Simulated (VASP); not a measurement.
Here is a VASP 6.6.1 calculation.

The input INCAR:

```
SYSTEM = ZnO
ALGO = Normal
EDIFF = 1E-6
ENCUT = 520
ISIF = 2
ISMEAR = 0
LASPH = .TRUE.
LCHARG = .FALSE.
LREAL = .FALSE.
LWAVE = .FALSE.
NBANDS = 16
NELM = 100
PREC = Accurate
SIGMA = 0.05
```

KPOINTS

```
k-points
0
G
  6 6 6
  0 0 0
```

Contents of POSCAR:

```
ZnO
1.0
    2.5946121097      0.0000000000      0.0000000000
    0.0000000000      2.5946121097      0.0000000000
    0.0000000000      0.0000000000      2.5946121097
Zn O
1 1
Direct
    0.0000000000      0.0000000000      0.0000000000
    0.5000000000      0.5000000000      0.5000000000
```

Potentials or basis: VASP PAW LDA potentials, release 64 (Zn, O).

Launch:

```bash
$ cat potpaw_LDA.64/Zn/POTCAR potpaw_LDA.64/O/POTCAR > POTCAR
$ mpirun -np 1 vasp_std > vasp.out
```

Estimate the band gap on the k mesh.

zero (band 9 reaches 3.96 eV, above the bottom of band 10 at 3.70 eV).

Estimate the pressure.

6.2 GPa.

Caveat: the k points lie up to 0.40 Å⁻¹ apart.
